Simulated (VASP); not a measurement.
# Ti3O4 (I4/mmm) in VASP: notebook

The runs below take Ti3O4 through relaxation of the atoms, relaxation of shape and atoms at fixed volume, with PBEsol.

All numbers are computed with VASP 6.6.1; they aren't measurements. Logs are shortened: lines on timing, memory, paths and dates and some standing lists are left out, and cuts for length are marked.

## (1) The cell of the first run

The structure is tetragonal, space group I4/mmm (No. 139). The conventional cell has a = 4.132 Å, b = 4.132 Å, c = 8.178 Å, α = 90.00°, β = 90.00°, γ = 90.00°. Within 2.7 Å of Ti (site symmetry -4m2) lie 6 O at 2.04 to 2.07 Å. Ti (site symmetry 4/mmm) has 6 O at 2.07 to 2.09 Å within 2.7 Å. Within 2.7 Å of O (site symmetry mmm) lie 4 Ti at 2.04 to 2.07 Å. Within 2.7 Å of O (site symmetry 4mm) lie 5 Ti at 2.07 to 2.09 Å.

## (2) Relaxation of the atoms, PBEsol

The input, INCAR:

```
SYSTEM = Ti3O4
  PREC = Accurate
  ENCUT = 520
  EDIFF = 1E-6
  ISMEAR = 0
  SIGMA = 0.1
  LREAL = .False.
  LASPH = .True.
  NELM = 80
  ALGO = Normal
  ISIF = 2
  LWAVE = .False.
  LCHARG = .False.
  GGA = PS
  IBRION = 2
  NSW = 60
  EDIFFG = -0.01
  KPAR = 4
```

The input, KPOINTS:

```
regular mesh
0
Gamma
  12 12 12
  0 0 0
```

The input, POSCAR:

```
Ti3O4
1.0
   -2.0659088900      2.0659088900      4.0891339800
    2.0659088900     -2.0659088900      4.0891339800
    2.0659088900      2.0659088900     -4.0891339800
Ti O
3 4
Direct
    0.2500000000      0.7500000000      0.5000000000
    0.5000000000      0.5000000000      0.0000000000
    0.7500000000      0.2500000000      0.5000000000
    0.0000000000      0.5000000000      0.5000000000
    0.2441151400      0.2441151400      0.0000000000
    0.5000000000      0.0000000000      0.5000000000
    0.7558848600      0.7558848600      0.0000000000
```

Potentials or basis: VASP PAW PBE potentials, release 64 (Ti_sv, O).

Launch:

```
> cat potpaw_PBE.64/Ti_sv/POTCAR potpaw_PBE.64/O/POTCAR > POTCAR
> mpirun -np 4 vasp_std > vasp.out
```

OUTCAR:

```text
SYSTEM = Ti3O4
   PREC = Accurate
   ENCUT = 520
   EDIFF = 1E-6
   ISMEAR = 0
   LREAL = .False.
   LASPH = .True.
   NELM = 80
   ISIF = 2
   GGA = PS
   IBRION = 2
   NSW = 60
   EDIFFG = -0.01

 ion  position               nearest neighbor table
   1  0.250  0.750  0.500-   4 2.04   6 2.04   5 2.07   7 2.07   7 2.07   5 2.07   2 2.91   2 2.91
                             2 2.91   2 2.91
   2  0.500  0.500  0.000-   4 2.07   6 2.07   6 2.07   4 2.07   5 2.09   7 2.09   1 2.91   3 2.91
                             1 2.91   3 2.91   1 2.91   1 2.91   3 2.91   3 2.91
   3  0.750  0.250  0.500-   4 2.04   6 2.04   5 2.07   7 2.07   7 2.07   5 2.07   2 2.91   2 2.91
                             2 2.91   2 2.91
   4  0.000  0.500  0.500-   1 2.04   3 2.04   2 2.07   2 2.07
   5  0.244  0.244  0.000-   3 2.07   1 2.07   1 2.07   3 2.07   2 2.09
   6  0.500  0.000  0.500-   1 2.04   3 2.04   2 2.07   2 2.07
   7  0.756  0.756  0.000-   1 2.07   3 2.07   3 2.07   1 2.07   2 2.09

  LATTYP: Found a body centered tetragonal cell.
 ALAT       =     4.1318177800
 C/A-ratio  =     1.9793389727

  Lattice vectors:

 A1 = (  -2.0659088900,   2.0659088900,   4.0891339800)
 A2 = (   2.0659088900,  -2.0659088900,   4.0891339800)
 A3 = (   2.0659088900,   2.0659088900,  -4.0891339800)

Analysis of symmetry for initial positions (statically):
=====================================================================
 Subroutine PRICEL returns:
 Original cell was already a primitive cell.

 Routine SETGRP: Setting up the symmetry group for a
 body centered tetragonal supercell.

 Subroutine GETGRP returns: Found 16 space group operations
 (whereof 16 operations were pure point group operations)
 out of a pool of 16 trial point group operations.

The static configuration has the point symmetry D_4h.

Analysis of symmetry for dynamics (positions and initial velocities):
=====================================================================
 Subroutine PRICEL returns:
 Original cell was already a primitive cell.

 Routine SETGRP: Setting up the symmetry group for a
 body centered tetragonal supercell.

 Subroutine GETGRP returns: Found 16 space group operations
 (whereof 16 operations were pure point group operations)
 out of a pool of 16 trial point group operations.

The dynamic configuration has the point symmetry D_4h.

 Subroutine INISYM returns: Found 16 space group operations
 (whereof 16 operations are pure point group operations),
 and found     1 'primitive' translations

----------------------------------------------------------------------------------------

                                     Primitive cell

  volume of cell :      69.8094

  direct lattice vectors                    reciprocal lattice vectors
    -2.065908890  2.065908890  4.089133980     0.000000000  0.242024226  0.122275279
     2.065908890 -2.065908890  4.089133980     0.242024226  0.000000000  0.122275279
     2.065908890  2.065908890 -4.089133980     0.242024226  0.242024226  0.000000000

  length of vectors
     5.025631880  5.025631880  5.025631880     0.271158570  0.271158570  0.342273943

  position of ions in fractional coordinates (direct lattice)
     0.250000000  0.750000000  0.500000000
     0.500000000  0.500000000  0.000000000
     0.750000000  0.250000000  0.500000000
     0.000000000  0.500000000  0.500000000
     0.244115140  0.244115140  0.000000000
     0.500000000  0.000000000  0.500000000
     0.755884860  0.755884860  0.000000000

  ion indices of the primitive-cell ions
   primitive index   ion index
                 1           1
                 2           2
                 3           3
                 4           4
                 5           5
                 6           6
                 7           7

----------------------------------------------------------------------------------------

 KPOINTS: regular mesh

Automatic generation of k-mesh.
 Grid dimensions read from file:
 generate k-points for:   12   12   12

 Generating k-lattice:

  Cartesian coordinates                     Fractional coordinates (reciprocal lattice)
     0.000000000  0.020168685  0.010189607     0.083333333  0.000000000  0.000000000
     0.020168685  0.000000000  0.010189607     0.000000000  0.083333333  0.000000000
     0.020168685  0.020168685  0.000000000     0.000000000  0.000000000  0.083333333

  Length of vectors
     0.022596547  0.022596547  0.028522829

  Shift w.r.t. Gamma in fractional coordinates (k-lattice)
     0.000000000  0.000000000  0.000000000

 Subroutine IBZKPT returns following result:
 ===========================================

 Found    163 irreducible k-points:

 Following reciprocal coordinates:
            Coordinates               Weight
  0.000000  0.000000  0.000000      1.000000
  0.083333  0.000000  0.000000      8.000000
  0.166667  0.000000  0.000000      8.000000
  0.250000  0.000000  0.000000      8.000000
  0.333333  0.000000  0.000000      8.000000
  0.416667  0.000000  0.000000      8.000000
[... 16 lines left out ...]
  0.500000  0.166667  0.000000     16.000000
 -0.416667  0.166667  0.000000     16.000000
 [... further k-points ...]
   k-points           NKPTS =    163   k-points in BZ     NKDIM =    163   number of bands    NBANDS=     36
   number of dos      NEDOS =    301   number of ions     NIONS =      7
   total plane-waves  NPLWV =  64000
   dimension x,y,z NGX =    40 NGY =   40 NGZ =   40
   dimension x,y,z NGXF=    80 NGYF=   80 NGZF=   80
   ions per type =               3   4
   NGX,Y,Z   is equivalent  to a cutoff of  13.23, 13.23, 13.23 a.u.
   NGXF,Y,Z  is equivalent  to a cutoff of  26.46, 26.46, 26.46 a.u.
 SYSTEM =  Ti3O4
   PREC   = accura    normal or accurate (medium, high low for compatibility)
   ISTART =      0    job   : 0-new  1-cont  2-samecut
   ICHARG =      2    charge: 1-file 2-atom 10-const
   ISPIN  =      1    spin polarized calculation?
   LNONCOLLINEAR =      F non collinear calculations
   LSORBIT =      F    spin-orbit coupling
   LASPH  =      T    aspherical Exc in radial PAW
   ENCUT  =  520.0 eV  38.22 Ry    6.18 a.u.   9.34  9.34  9.34*2*pi/ulx,y,z
   NELM   =     80;   NELMIN=  2; NELMDL= -5     # of ELM steps
   EDIFF  = 0.1E-05   stopping-criterion for ELM
   LREAL  =      F    real-space projection
   EDIFFG = -.1E-01   stopping-criterion for IOM
   NSW    =     60    number of steps for IOM
   IBRION =      2    ionic relax: 0-MD 1-quasi-New 2-CG
   NFREE  =      1    steps in history (QN), initial steepest desc. (CG)
   ISIF   =      2    stress and relaxation
   ISYM   =      2    0-nonsym 1-usesym 2-fastsym
   POTIM  = 0.5000    time-step for ionic-motion
   TEBEG  =    0.0;   TEEND  =   0.0 temperature during run
   PSTRESS=    0.0 pullay stress
   NELECT =      60.0000    total number of electrons
   NUPDOWN=      -1.0000    fix difference up-down
   EMIN   =  10.00;   EMAX   =-10.00  energy-range for DOS
   EFERMI =   0.00;   METHOD = LEGACY
   ISMEAR =     0;   SIGMA  =   0.10  broadening in eV -4-tet -1-fermi 0-gaus
   EFERMI_NEDOS =   21; number of points for ismear=-14 and -15
   IALGO  =     38    algorithm
   IMIX   =      4    mixing-type and parameters
     AMIX     =   0.40;   BMIX     =  1.00
     AMIX_MAG =   1.60;   BMIX_MAG =  1.00
  volume/ion in A,a.u.               =       9.97        67.30
  Fermi-wavevector in a.u.,A,eV,Ry     =   1.556518  2.941392 32.963473  2.422747
  Thomas-Fermi vector in A             =   2.660302
   LORBIT       =      0    0 simple, 1 ext, 2 COOP (PROOUT), +10 PAW based schemes
   GGA     = PS    functional components
   LHFCALC =     F    Hartree Fock is set to
   AEXX    =    0.0000 exact exchange contribution
   IVDW    =     0    specifies the selected vdW correction
   LEPSILON=     F    determine dielectric tensor
   LRPA    =     F    only Hartree local field effects (RPA)
 conjugate gradient relaxation of ions
 non-spin polarized calculation
 Gauss-broadening in eV      SIGMA  =   0.10
  energy-cutoff  :      520.00
  volume of cell :       69.81
 maximum number of plane-waves:      1899
 NGX is ok and might be reduce to    40
   NGX = 19   NGY = 19   NGZ = 19

--------------------------------------- Ionic step        1  -------------------------------------------

 number of electron      60.0000003 magnetization

 Free energy of the ion-electron system (eV)
  ---------------------------------------------------
  ext. energy  EPLUGINS =         0.00000000
  ---------------------------------------------------
  free energy    TOTEN  =       -66.17437602 eV

  energy without entropy =      -66.16125787  energy(sigma->0) =      -66.16781694

------------------------ aborting loop because EDIFF is reached ----------------------------------------

  FORCE on cell =-STRESS in cart. coord.  units (eV):
  Direction    XX          YY          ZZ          XY          YZ          ZX
  --------------------------------------------------------------------------------------
  -------------------------------------------------------------------------------------
  Total       -2.1225328     -2.1225328     -2.3517030      0.0000000     -0.0000000     -0.0000000
  in kB      -48.7137246    -48.7137246    -53.9733534      0.0000000     -0.0000000     -0.0000000
  external PRESSURE =     -50.4669342 kB  Pullay stress =       0.0000000 kB

 VOLUME and BASIS-vectors are now :
 -----------------------------------------------------------------------------
  energy-cutoff  :      520.00
  volume of cell :       69.81
      direct lattice vectors                 reciprocal lattice vectors
    -2.065908890  2.065908890  4.089133980     0.000000000  0.242024226  0.122275279
     2.065908890 -2.065908890  4.089133980     0.242024226  0.000000000  0.122275279
     2.065908890  2.065908890 -4.089133980     0.242024226  0.242024226  0.000000000

 POSITION                                       TOTAL-FORCE (eV/Angst)
 -----------------------------------------------------------------------------------
      2.06591      0.00000      2.04457         0.000000      0.000000      0.000000
      0.00000      0.00000      4.08913         0.000000      0.000000      0.000000
      0.00000      2.06591      2.04457         0.000000      0.000000      0.000000
      2.06591      0.00000      0.00000         0.000000      0.000000      0.000000
      0.00000      0.00000      1.99644        -0.000000     -0.000000      0.022318
      0.00000      2.06591      0.00000         0.000000      0.000000      0.000000
      0.00000      0.00000      6.18183        -0.000000     -0.000000     -0.022318
 -----------------------------------------------------------------------------------
    total drift:                               -0.000000      0.000000     -0.000000

  FREE ENERGIE OF THE ION-ELECTRON SYSTEM (eV)
  ---------------------------------------------------
  free  energy   TOTEN  =       -66.1743760207 eV

  energy  without entropy=      -66.1612578690  energy(sigma->0) =      -66.16781694

--------------------------------------- Ionic step        2  -------------------------------------------

 number of electron      60.0000003 magnetization

 Free energy of the ion-electron system (eV)
  ---------------------------------------------------
  ext. energy  EPLUGINS =         0.00000000
  ---------------------------------------------------
  free energy    TOTEN  =       -66.17441023 eV

  energy without entropy =      -66.16129782  energy(sigma->0) =      -66.16785403

 E-fermi :   9.5658     XC(G=0): -12.4479

 val. band max:        9.5641405419   @ k =   0.4167   0.2500   0.0833
 cond. band min:       9.5659970898   @ k =   0.3333   0.0833   0.0000
 fundamental gap:      0.0018565479
 Fermi energy:         9.5658318213

 k-point     1 :       0.0000    0.0000    0.0000
  band No.  band energies     occupation
      1     -48.4514      2.00000
      2     -48.3359      2.00000
      3     -48.2283      2.00000
      4     -25.0140      2.00000
      5     -24.9899      2.00000
      6     -24.9899      2.00000
[... 925 lines left out ...]
     35      10.9554      0.00000
     36      10.9987      0.00000

 [... further k-points ...]
[... 5 lines left out ...]
  --------------------------------------------------------------------------------------
  -------------------------------------------------------------------------------------
  Total       -2.1087584     -2.1087584     -2.3213304      0.0000000      0.0000000     -0.0000000
  in kB      -48.3975920    -48.3975920    -53.2762777      0.0000000      0.0000000     -0.0000000
  external PRESSURE =     -50.0238206 kB  Pullay stress =       0.0000000 kB

 VOLUME and BASIS-vectors are now :
 -----------------------------------------------------------------------------
  energy-cutoff  :      520.00
  volume of cell :       69.81
      direct lattice vectors                 reciprocal lattice vectors
    -2.065908890  2.065908890  4.089133980     0.000000000  0.242024226  0.122275279
     2.065908890 -2.065908890  4.089133980     0.242024226  0.000000000  0.122275279
     2.065908890  2.065908890 -4.089133980     0.242024226  0.242024226  0.000000000

 POSITION                                       TOTAL-FORCE (eV/Angst)
 -----------------------------------------------------------------------------------
      2.06591      0.00000      2.04457        -0.000000     -0.000000      0.000000
      0.00000      0.00000      4.08913        -0.000000     -0.000000      0.000000
      0.00000      2.06591      2.04457        -0.000000     -0.000000      0.000000
      2.06591      0.00000      0.00000        -0.000000     -0.000000      0.000000
      2.06591      2.06591     -2.09162        -0.000000     -0.000000      0.008807
      0.00000      2.06591      0.00000        -0.000000     -0.000000      0.000000
      2.06591      2.06591      2.09162         0.000000      0.000000     -0.008807
 -----------------------------------------------------------------------------------
    total drift:                               -0.000000      0.000000     -0.000000

  FREE ENERGIE OF THE ION-ELECTRON SYSTEM (eV)
  ---------------------------------------------------
  free  energy   TOTEN  =       -66.1744102348 eV

  energy  without entropy=      -66.1612978219  energy(sigma->0) =      -66.16785403

 reached required accuracy - stopping structural energy minimisation
```

It took 2 min on 4 MPI ranks of Intel Xeon Platinum 8559C (Emerald Rapids), shared host; peak memory 0.46 GiB.

What came out:

```
Free energy                  : -66.1744 eV
Energy gained by relaxing    : 0.0 meV/atom
Ionic steps                  : 2
Pressure after relaxing      : -5.0 GPa
Largest force after relaxing : 0.009 eV/Å
Band gap on the k mesh       : zero (bands 30 and 31 overlap by 3.49 eV)
```

Forces in eV/Å, atoms in the order of the input:
```
Ti   0.000  0.000  0.000
Ti   0.000  0.000  0.000
Ti   0.000  0.000  0.000
O    0.000  0.000  0.000
O    0.000  0.000  0.009
O    0.000  0.000  0.000
O    0.000  0.000 -0.009
```

Stress tensor (GPa, compression positive):
```
-4.84  0.00  0.00
 0.00 -4.84  0.00
 0.00  0.00 -5.33
```

Final structure:
```cif
data_structure
_symmetry_space_group_name_H-M 'P 1'
_symmetry_Int_Tables_number 1
_cell_length_a 5.0256
_cell_length_b 5.0256
_cell_length_c 5.0256
_cell_angle_alpha 131.455
_cell_angle_beta 131.455
_cell_angle_gamma 71.091
_cell_volume 69.81
loop_
_atom_site_label
_atom_site_type_symbol
_atom_site_fract_x
_atom_site_fract_y
_atom_site_fract_z
_atom_site_occupancy
Ti1 Ti 0.25000 0.75000 0.50000 1
Ti2 Ti 0.50000 0.50000 0.00000 1
Ti3 Ti 0.75000 0.25000 0.50000 1
O1 O 0.00000 0.50000 0.50000 1
O2 O 0.24425 0.24425 0.00000 1
O3 O 0.50000 0.00000 0.50000 1
O4 O 0.75575 0.75575 0.00000 1
```

Levels at points of the mesh, in eV from the Fermi level:
```
           k point  band 26  band 27  band 28  band 29  band 30  band 31  band 32  band 33  band 34  band 35
(0.00, 0.00, 0.00)    -4.15    -3.86    -3.86    -2.82    -0.63    -0.63     0.37     0.47     0.47     0.68
(0.50, 0.00, 0.00)    -5.33    -5.19    -4.03    -1.13     0.27     0.39     0.54     0.68     1.04     1.32
(0.50, 0.50, 0.00)    -5.64    -5.31    -3.53     0.77     0.77     1.05     1.16     1.23     1.35     1.58
(0.50, 0.50, 0.50)    -4.85    -4.31    -4.31    -2.48    -2.48    -2.47    -0.17     0.87     1.34     1.47
```

Caveat: the PAW data sets were made with another functional, which shifts forces and pressure a little; semilocal functionals often make such compounds metallic where correlation or magnetic order opens a gap, which also shifts bond lengths.

(Part 1 of 2 ends here.)
